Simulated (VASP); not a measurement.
Crystal: Sn.

```
CELL_PARAMETERS angstrom
-1.89465 1.89465 1.89465
1.89465 -1.89465 1.89465
1.89465 1.89465 -1.89465
ATOMIC_POSITIONS crystal
Sn 0.00000 0.00000 0.00000
```

* Program: VASP 6.6.1
* Task: relaxation of cell and atoms
* Functional: revPBE
* Dispersion: D3(BJ)
* Potentials or basis: VASP PAW PBE potentials, release 64 (Sn_d)
* Cutoff: 600 eV
* k mesh: 10 × 10 × 10
* Occupations: fermi-dirac, width 0.05 eV
* Spin: no spin polarisation

At the start: pressure -2.5 GPa; volume 27.20 Å³/atom.

Q: How do energy, volume and symmetry change on relaxing?

A: Over 5 steps the energy falls by 12.5 meV/atom and the volume is 25.71 Å³/atom (-5.5 %); space group Im-3m (No. 229, to 0.05 Å).

The path:
```tsv
step	energy change (eV)	largest force (eV/Å)	pressure (GPa)	volume (Å³)
1	0.0000	0.0000	-2.52	27.20
2	-0.0123	0.0000	0.45	25.55
3	-0.0125	0.0000	-0.20	25.74
4	-0.0124	0.0000	0.18	25.68
5	-0.0125	0.0000	-0.05	25.71
```

Final structure:
```
Sn
1.0
    -1.85940    1.85940    1.85940
     1.85940   -1.85940    1.85940
     1.85940    1.85940   -1.85940
Sn
1
Cartesian
  0.0000 0.0000 0.0000
```

Caveat: the PAW data sets were made with another functional, which shifts forces and pressure a little; pairwise dispersion overbinds metals, which lowers pressure and volume.
